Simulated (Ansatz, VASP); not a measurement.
## Two plane-wave programs on NiMoIrPdW

```
CELL_PARAMETERS angstrom
4.14670 0.00000 0.00000
-2.07335 3.59115 0.00000
0.00000 0.00000 5.41629
ATOMIC_POSITIONS crystal
Ni 0.00000 0.00000 0.02221
Mo 0.66667 0.33333 0.45996
Pd 0.33333 0.66667 0.74601
Ir 0.33333 0.66667 0.25641
W 0.66667 0.33333 0.99985
```

Alike in both runs: functional PBEsol; k mesh 7 × 7 × 5; occupations fermi-dirac, width 0.05 eV; collinear spin.

|  | VASP | Ansatz |
| --- | --- | --- |
| version | VASP 6.6.1 | Ansatz 0.2.0 |
| potentials or method | VASP PAW PBE potentials, release 64 (Ni, Mo_sv, Pd, Ir, W_sv) | Ansatz PAW |
| plane-wave cutoff (eV) | 520 | 420 |
| valence electrons in the cell | 57 | 81 |
| task | single point | band structure |

Ansatz gave:

| Quantity | Value |
| --- | --- |
| gap on the k mesh at the Fermi level (eV) | none |
| pressure (GPa) | -8.0 |
| traceless stress, the component that is largest in VASP (GPa) | -0.16 |
| rms of the force components (eV/Å) | 0.054 |
| net moment per atom (μB) | 0.00 |

Task: What did VASP give for the same quantities?

Result: gap on the k mesh at the Fermi level (eV): none; pressure (GPa): -7.7; traceless stress, the component that is largest in VASP (GPa): -0.18; rms of the force components (eV/Å): 0.054; net moment per atom (μB): 0.00.

VASP's potentials were made for PBE, not for PBEsol. Atom by atom the forces differ by 0.016 eV/Å (rms over components). A gap of «none» marks a metal or a gap that the smearing closes. VASP's potentials hold 57 valence electrons a cell and Ansatz's 81, so a difference there can come from the potentials and not from the codes.

Spin-orbit coupling is off throughout.
